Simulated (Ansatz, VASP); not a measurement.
# One calculation of GaN, two programs

Contents of POSCAR:

```
GaN
1.0
    5.8474147956      0.0000000000      0.0000000000
    0.0000000000      3.2557433207      0.0000000000
    0.0000000000      0.0000000000      5.4036043367
Ga N
4 4
Direct
    0.8294228241      0.2500000000      0.0978729557
    0.1705771759      0.7500000000      0.9021270443
    0.6705771759      0.7500000000      0.5978729557
    0.3294228241      0.2500000000      0.4021270443
    0.6785830157      0.2500000000      0.4040435085
    0.3214169843      0.7500000000      0.5959564915
    0.8214169843      0.7500000000     -0.0959564915
    0.1785830157      0.2500000000      1.0959564915
```

INCAR.step1

```
PREC     = Accurate       # precision mode
ENCUT    = 520            # plane-wave cutoff, eV
ISMEAR   = -1             # smearing method
SIGMA    = 0.03           # smearing width, eV
LREAL    = F              # projectors in reciprocal space
LASPH    = T              # aspherical terms in the spheres
NELM     = 80             # most SCF steps
NBANDS   = 46             # bands
GGA      = PE             # functional
ALGO     = Normal         # electronic algorithm
EDIFF    = 1E-4           # SCF threshold, eV
LWAVE    = T              # write WAVECAR
LCHARG   = F              # write CHGCAR
```

The input INCAR.step2:

```
PREC     = Accurate       # precision mode
ENCUT    = 520            # plane-wave cutoff, eV
EDIFF    = 1E-6           # SCF threshold, eV
ISMEAR   = -1             # smearing method
SIGMA    = 0.03           # smearing width, eV
LREAL    = F              # projectors in reciprocal space
LASPH    = T              # aspherical terms in the spheres
NELM     = 80             # most SCF steps
ALGO     = Normal         # electronic algorithm
ISIF     = 2              # what is computed and relaxed
LWAVE    = F              # write WAVECAR
LCHARG   = F              # write CHGCAR
METAGGA  = R2SCAN         # meta-GGA
LMIXTAU  = T            
LUSE_VDW = T            
IVDW_NL  = 2            
BPARAM   = 11.95        
CPARAM   = 0.0093       
NBANDS   = 46             # bands
ISTART   = 1
```

KPOINTS

```
Automatic mesh
0
Gamma
  6 8 6
```

Input for Ansatz:

```yaml
crystal:
  lattice:
    - [5.8474147956, 0.0, 0.0]
    - [0.0, 3.2557433207, 0.0]
    - [0.0, 0.0, 5.4036043367]
  atoms:
    - { symbol: Ga, position: [0.8294228241, 0.25, 0.0978729557] }
    - { symbol: Ga, position: [0.1705771759, 0.75, 0.9021270443] }
    - { symbol: Ga, position: [0.6705771759, 0.75, 0.5978729557] }
    - { symbol: Ga, position: [0.3294228241, 0.25, 0.4021270443] }
    - { symbol: "N", position: [0.6785830157, 0.25, 0.4040435085] }
    - { symbol: "N", position: [0.3214169843, 0.75, 0.5959564915] }
    - { symbol: "N", position: [0.8214169843, 0.75, -0.0959564915] }
    - { symbol: "N", position: [0.1785830157, 0.25, 1.0959564915] }
kpoints:
  mp_grid: { grid: [6, 8, 6] }
  band_path:
    path:
      - [0.0, 0.0, 0.0]
      - [0.5, 0.0, 0.0]
      - [0.5, 0.5, 0.0]
      - [0.0, 0.5, 0.0]
      - [0.0, 0.0, 0.5]
      - [0.5, 0.0, 0.5]
      - [0.5, 0.5, 0.5]
      - [0.0, 0.5, 0.5]
    npoints: 1
hamiltonian:
  xc: r2scan
  dispersion: rvv10
scf:
  occupations: { method: fermi_dirac, width: 0.03 }
  n_extra_bands: 6
output:
  forces: true
  stress: true
  eigenvalues: true
```

Alike in both runs: task single point; functional r2SCAN; dispersion rVV10; k mesh 6 × 8 × 6; occupations fermi-dirac, width 0.03 eV; no spin polarisation.

|  | VASP | Ansatz |
| --- | --- | --- |
| version | VASP 6.6.1 | Ansatz 0.2.0 |
| potentials or method | VASP PAW PBE potentials, release 64 (Ga_d, N) | plane waves, PAW |
| plane-wave cutoff (eV) | 520 | 500 |
| valence electrons in the cell | 72 | 72 |

Ansatz gave:

```
gap on the k mesh at the Fermi level (eV)                     : 2.14
pressure (GPa)                                                : 0.0
traceless stress, the component that is largest in VASP (GPa) : -0.04
rms of the force components (eV/Å)                            : 0.001
```

Which values does VASP return?

gap on the k mesh at the Fermi level (eV): 2.14; pressure (GPa): 0.9; traceless stress, the component that is largest in VASP (GPa): -0.39; rms of the force components (eV/Å): 0.006.

VASP's potentials were made for PBE, not for r2SCAN. Atom by atom the forces differ by 0.006 eV/Å (rms over components).
